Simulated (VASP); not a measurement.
Write the native input for VASP 6.6.1 that does the following.

```yaml
Task: single point
Functional: RPBE
Potentials_or_basis: VASP PAW PBE potentials, release 64 (In_d, P)
Cutoff: 500 eV
k_mesh: 8 × 8 × 8
Occupations: gaussian, width 0.05 eV
Spin: no spin polarisation
Dipole_correction: no
Further_INCAR_settings: ALGO = Normal; EDIFF = 1e-06; NBANDS = 16
```

The structure of InP lies in POSCAR:

```
InP
1.0
    0.0000000000      2.8103155168      2.8103155168
    2.8103155168      0.0000000000      2.8103155168
    2.8103155168      2.8103155168      0.0000000000
In P
1 1
Direct
    0.0000000000      0.0000000000      0.0000000000
    0.5000000000      0.5000000000      0.5000000000
```

This cell differs from its parent crystal: volume scaled by 1.02.

One way to write it, as run:

INCAR

```
SYSTEM = InP
ALGO     = Normal         ! electronic algorithm
EDIFF    = 1E-6           ! SCF threshold, eV
ENCUT    = 500            ! plane-wave cutoff, eV
GGA      = RP             ! functional
GGA_COMPAT= .FALSE.      
ISIF     = 2              ! what is computed and relaxed
ISMEAR   = 0              ! smearing method
LASPH    = .TRUE.         ! aspherical terms in the spheres
LCHARG   = .FALSE.        ! write CHGCAR
LREAL    = .FALSE.        ! projectors in reciprocal space
LWAVE    = .FALSE.        ! write WAVECAR
NBANDS   = 16             ! bands
NELM     = 120            ! most SCF steps
PREC     = Accurate       ! precision mode
SIGMA    = 0.05           ! smearing width, eV
```

KPOINTS

```
k-points
0
G
  8 8 8
  0 0 0
```

Potentials or basis: VASP PAW PBE potentials, release 64 (In_d, P).

Command:

```bash
$ cat potpaw_PBE.64/In_d/POTCAR potpaw_PBE.64/P/POTCAR > POTCAR
$ mpirun -np 1 vasp_std > vasp.out
```

It gave:

```
Pressure               : -1.4 GPa
Band gap on the k mesh : zero (band 9 reaches 6.89 eV, above the bottom of band 10 at 4.43 eV)
```

Caveat: the PAW data sets were made with another functional, which shifts forces and pressure a little; spin-orbit coupling is left out, which moves the levels of the heavy elements.

Run time: 13 s on 1 thread of Intel(R) Xeon(R) 6975P-C (Granite Rapids) (shared host), peak memory 0.16 GiB.
